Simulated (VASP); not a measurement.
# TePb (Fm-3m) in VASP: single point with r2SCAN

Aim: the single point of TePb with r2SCAN.

Program: VASP 6.6.1. These are calculated values, not measurements. Logs are shortened: lines on timing, memory, paths and dates and some standing lists are left out, and cuts for length are marked.

## Step 1: The cell of the first run

It takes space group Fm-3m (No. 225, cubic). The conventional cell has a = 6.496 Å, b = 6.496 Å, c = 6.496 Å, α = 90.00°, β = 90.00°, γ = 90.00°. Pb (site symmetry m-3m) has 6 Te at 3.25 Å within 4.3 Å. Within 4.3 Å of Te (site symmetry m-3m) lie 6 Pb at 3.25 Å.

## Step 2: Single point, r2SCAN

POSCAR

```
TePb
1.0
    0.0000000000      3.2481500000      3.2481500000
    3.2481500000      0.0000000000      3.2481500000
    3.2481500000      3.2481500000      0.0000000000
Pb Te
1 1
Direct
    0.0000000000      0.0000000000      0.0000000000
    0.5000000000      0.5000000000      0.5000000000
```

INCAR.step1

```
SYSTEM = TePb
  PREC = Accurate
  ENCUT = 520
  ISMEAR = -1
  SIGMA = 0.1
  LREAL = .FALSE.
  LASPH = .TRUE.
  NELM = 100
  NBANDS = 17
  GGA = PE
  ALGO = Normal
  EDIFF = 1E-4
  LWAVE = .TRUE.
  LCHARG = .FALSE.
```

INCAR.step2

```
SYSTEM = TePb
  PREC = Accurate
  ENCUT = 520
  EDIFF = 1E-6
  ISMEAR = -1
  SIGMA = 0.1
  LREAL = .FALSE.
  LASPH = .TRUE.
  NELM = 100
  ALGO = Normal
  ISIF = 2
  LWAVE = .FALSE.
  LCHARG = .FALSE.
  METAGGA = R2SCAN
  LMIXTAU = .TRUE.
  NBANDS = 17
  ISTART = 1
```

KPOINTS

```
Automatic mesh
0
G
  7 7 7
  0 0 0
```

Potentials or basis: VASP PAW PBE potentials, release 64 (Pb_d, Te).

Run with:

```sh
$ cat potpaw_PBE.64/Pb_d/POTCAR potpaw_PBE.64/Te/POTCAR > POTCAR
$ cp INCAR.step1 INCAR
$ mpirun -np 1 vasp_std > vasp.out
$ cp INCAR.step2 INCAR
$ mpirun -np 1 vasp_std > vasp.out
```

OUTCAR:

```text
SYSTEM = TePb
   PREC = Accurate
   ENCUT = 520
   EDIFF = 1E-6
   ISMEAR = -1
   LREAL = .FALSE.
   LASPH = .TRUE.
   NELM = 100
   ISIF = 2
   METAGGA = R2SCAN
   ISTART = 1

 ion  position               nearest neighbor table
   1  0.000  0.000  0.000-   2 3.25   2 3.25   2 3.25   2 3.25   2 3.25   2 3.25
   2  0.500  0.500  0.500-   1 3.25   1 3.25   1 3.25   1 3.25   1 3.25   1 3.25

  LATTYP: Found a face centered cubic cell.
 ALAT       =     6.4963000000

  Lattice vectors:

 A1 = (   0.0000000000,   3.2481500000,   3.2481500000)
 A2 = (   3.2481500000,   0.0000000000,   3.2481500000)
 A3 = (   3.2481500000,   3.2481500000,   0.0000000000)

Analysis of symmetry for initial positions (statically):
=====================================================================
 Subroutine PRICEL returns:
 Original cell was already a primitive cell.

 Routine SETGRP: Setting up the symmetry group for a
 face centered cubic supercell.

 Subroutine GETGRP returns: Found 48 space group operations
 (whereof 48 operations were pure point group operations)
 out of a pool of 48 trial point group operations.

The static configuration has the point symmetry O_h .

Analysis of symmetry for dynamics (positions and initial velocities):
=====================================================================
 Subroutine PRICEL returns:
 Original cell was already a primitive cell.

 Routine SETGRP: Setting up the symmetry group for a
 face centered cubic supercell.

 Subroutine GETGRP returns: Found 48 space group operations
 (whereof 48 operations were pure point group operations)
 out of a pool of 48 trial point group operations.

The dynamic configuration has the point symmetry O_h .

 Subroutine INISYM returns: Found 48 space group operations
 (whereof 48 operations are pure point group operations),
 and found     1 'primitive' translations

----------------------------------------------------------------------------------------

                                     Primitive cell

  volume of cell :      68.5391

[... 74 lines left out ...]
   PREC   = accura    normal or accurate (medium, high low for compatibility)
   ISTART =      1    job   : 0-new  1-cont  2-samecut
   ICHARG =      0    charge: 1-file 2-atom 10-const
   ISPIN  =      1    spin polarized calculation?
   LNONCOLLINEAR =      F non collinear calculations
   LSORBIT =      F    spin-orbit coupling
   LASPH  =      T    aspherical Exc in radial PAW
   ENCUT  =  520.0 eV  38.22 Ry    6.18 a.u.   8.54  8.54  8.54*2*pi/ulx,y,z
   NELM   =    100;   NELMIN=  2; NELMDL=  0     # of ELM steps
   EDIFF  = 0.1E-05   stopping-criterion for ELM
   LREAL  =      F    real-space projection
   EDIFFG = 0.1E-04   stopping-criterion for IOM
   NSW    =      0    number of steps for IOM
   IBRION =     -1    ionic relax: 0-MD 1-quasi-New 2-CG
   NFREE  =      0    steps in history (QN), initial steepest desc. (CG)
   ISIF   =      2    stress and relaxation
   ISYM   =      2    0-nonsym 1-usesym 2-fastsym
   POTIM  = 0.5000    time-step for ionic-motion
   TEBEG  =    0.0;   TEEND  =   0.0 temperature during run
   PSTRESS=    0.0 pullay stress
   NELECT =      20.0000    total number of electrons
   NUPDOWN=      -1.0000    fix difference up-down
   EMIN   =  10.00;   EMAX   =-10.00  energy-range for DOS
   EFERMI =   0.00;   METHOD = LEGACY
   ISMEAR =    -1;   SIGMA  =   0.10  broadening in eV -4-tet -1-fermi 0-gaus
   EFERMI_NEDOS =   21; number of points for ismear=-14 and -15
   IALGO  =     38    algorithm
   IMIX   =      4    mixing-type and parameters
     AMIX     =   0.40;   BMIX     =  1.00
     AMIX_MAG =   1.60;   BMIX_MAG =  1.00
  volume/ion in A,a.u.               =      34.27       231.26
  Fermi-wavevector in a.u.,A,eV,Ry     =   1.085856  2.051970 16.042391  1.179082
  Thomas-Fermi vector in A             =   2.221979
   LORBIT       =      0    0 simple, 1 ext, 2 COOP (PROOUT), +10 PAW based schemes
   METAGGA = R2SCAN    functional components
   LHFCALC =     F    Hartree Fock is set to
   AEXX    =    0.0000 exact exchange contribution
   IVDW    =     0    specifies the selected vdW correction
   LEPSILON=     F    determine dielectric tensor
   LRPA    =     F    only Hartree local field effects (RPA)
 non-spin polarized calculation
  energy-cutoff  :      520.00
  volume of cell :       68.54
 maximum number of plane-waves:      1868
 NGX is ok and might be reduce to    36
   NGX = 17   NGY = 17   NGZ = 17

 number of electron      20.0000003 magnetization

 Free energy of the ion-electron system (eV)
  ---------------------------------------------------
  ext. energy  EPLUGINS =         0.00000000
  ---------------------------------------------------
  free energy    TOTEN  =       -82.70362766 eV

  energy without entropy =      -82.70344647  energy(sigma->0) =      -82.70353706

 E-fermi :   5.8833     XC(G=0):  -9.7399

 val. band max:        5.2178749941   @ k =   0.4286   0.0000   0.0000
 cond. band min:       6.5111608703   @ k =   0.4286   0.0000   0.0000
 fundamental gap:      1.2932858762
 Fermi energy:         5.8833050246

 k-point     1 :       0.0000    0.0000    0.0000
  band No.  band energies     occupation
      1     -12.0421      2.00000
      2     -12.0421      2.00000
      3     -12.0315      2.00000
      4     -12.0314      2.00000
      5     -12.0314      2.00000
      6      -7.0757      2.00000
[... 377 lines left out ...]
      4     -12.0205      2.00000
      5     -12.0084      2.00000
      6      -5.2274      2.00000
[... 9 lines left out ...]
     16      16.1413      0.00000
     17      16.6440      0.00000

------------------------ aborting loop because EDIFF is reached ----------------------------------------

  FORCE on cell =-STRESS in cart. coord.  units (eV):
  Direction    XX          YY          ZZ          XY          YZ          ZX
  --------------------------------------------------------------------------------------
  -------------------------------------------------------------------------------------
  Total        0.3259368      0.3259368      0.3259368      0.0000000      0.0000000     -0.0000000
  in kB        7.6191367      7.6191367      7.6191367      0.0000000      0.0000000     -0.0000000
  external PRESSURE =       7.6191367 kB  Pullay stress =       0.0000000 kB

 VOLUME and BASIS-vectors are now :
 -----------------------------------------------------------------------------
  energy-cutoff  :      520.00
  volume of cell :       68.54
      direct lattice vectors                 reciprocal lattice vectors
     0.000000000  3.248150000  3.248150000    -0.153933778  0.153933778  0.153933778
     3.248150000  0.000000000  3.248150000     0.153933778 -0.153933778  0.153933778
     3.248150000  3.248150000  0.000000000     0.153933778  0.153933778 -0.153933778

 POSITION                                       TOTAL-FORCE (eV/Angst)
 -----------------------------------------------------------------------------------
      0.00000      0.00000      0.00000        -0.000000      0.000000     -0.000000
      3.24815      3.24815      3.24815         0.000000     -0.000000      0.000000
 -----------------------------------------------------------------------------------
    total drift:                               -0.000000      0.000000      0.000000

  FREE ENERGIE OF THE ION-ELECTRON SYSTEM (eV)
  ---------------------------------------------------
  free  energy   TOTEN  =       -82.7036276608 eV

  energy  without entropy=      -82.7034464680  energy(sigma->0) =      -82.70353706
```

OSZICAR.step1:

```text
N       E                     dE             d eps       ncg     rms          rms(c)
DAV:   1     0.151365688912E+03    0.15137E+03   -0.91452E+03   680   0.113E+03
DAV:   2     0.304856273412E+01   -0.14832E+03   -0.14413E+03   732   0.293E+02
DAV:   3    -0.735210296569E+01   -0.10401E+02   -0.10336E+02   900   0.846E+01
DAV:   4    -0.763092378110E+01   -0.27882E+00   -0.27871E+00   830   0.155E+01
DAV:   5    -0.764196902587E+01   -0.11045E-01   -0.11045E-01   995   0.275E+00    0.322E+00
DAV:   6    -0.751576464127E+01    0.12620E+00   -0.28082E-01  1013   0.365E+00    0.199E+00
DAV:   7    -0.751251354386E+01    0.32511E-02   -0.84983E-02   795   0.139E+00    0.915E-01
DAV:   8    -0.751455880332E+01   -0.20453E-02   -0.10151E-02   825   0.101E+00    0.156E-01
DAV:   9    -0.751439562573E+01    0.16318E-03   -0.15666E-03   984   0.411E-01    0.710E-02
DAV:  10    -0.751442714734E+01   -0.31522E-04   -0.19168E-04   716   0.108E-01
   1 F= -.75144271E+01 E0= -.75141248E+01  d E =-.604774E-03
```

Wall time 95 s (1 thread of Intel Xeon Platinum 8375C at 2.90GHz (Ice Lake), shared host); peak memory 0.22 GiB.

What came out:

```yaml
Free_energy: -82.7036 eV
Pressure: 0.8 GPa
```

Caveat: this odd mesh misses L, where the gap lies, so gap, dielectric constants and Born charges aren't listed; the PAW data sets were made with another functional, which shifts forces and pressure a little; spin-orbit coupling is left out, which moves the levels of the heavy elements.
